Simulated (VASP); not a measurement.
Write the native input for VASP 6.6.1 that does the following.

```
Task                   : single point
Functional             : LDA
Potentials or basis    : VASP PAW LDA potentials, release 64 (Pd)
Cutoff                 : 520 eV
k mesh                 : 17 × 17 × 17
Occupations            : fermi-dirac, width 0.1 eV
Spin                   : no spin polarisation
Dipole correction      : no
Further INCAR settings : ALGO = Normal; EDIFF = 1e-06; NBANDS = 11
```

The structure of Pd lies in POSCAR:

```
Pd
1.0
    0.0000000000      1.6199596753      1.6199596753
    1.6199596753      0.0000000000      1.6199596753
    1.6199596753      1.6199596753      0.0000000000
Pd
1
Direct
    0.0000000000      0.0000000000      0.0000000000
```

This cell differs from its parent crystal: volume scaled by 0.6.

The input as run:

INCAR

```
PREC = Accurate ; ENCUT = 520
EDIFF = 1E-6 ; ISMEAR = -1
SIGMA = 0.1 ; LREAL = F
LASPH = T ; NELM = 80
ALGO = Normal ; ISIF = 2
LWAVE = F ; LCHARG = T
LELF = T ; LVHAR = T
NBANDS = 11
```

KPOINTS

```
Automatic mesh
0
Gamma
  17 17 17
```

Potentials or basis: VASP PAW LDA potentials, release 64 (Pd).

Launch:

```console
$ cat potpaw_LDA.64/Pd/POTCAR > POTCAR
$ mpirun -np 1 vasp_std > vasp.out
```

Results of the run:

* Pressure: 434.7 GPa
* Band gap on the k mesh: zero (band 5 reaches 23.48 eV, above the bottom of band 6 at 19.46 eV)

Wall time 10 s on 1 thread of Intel Xeon 6975P-C (shared host), peak memory 0.13 GiB.
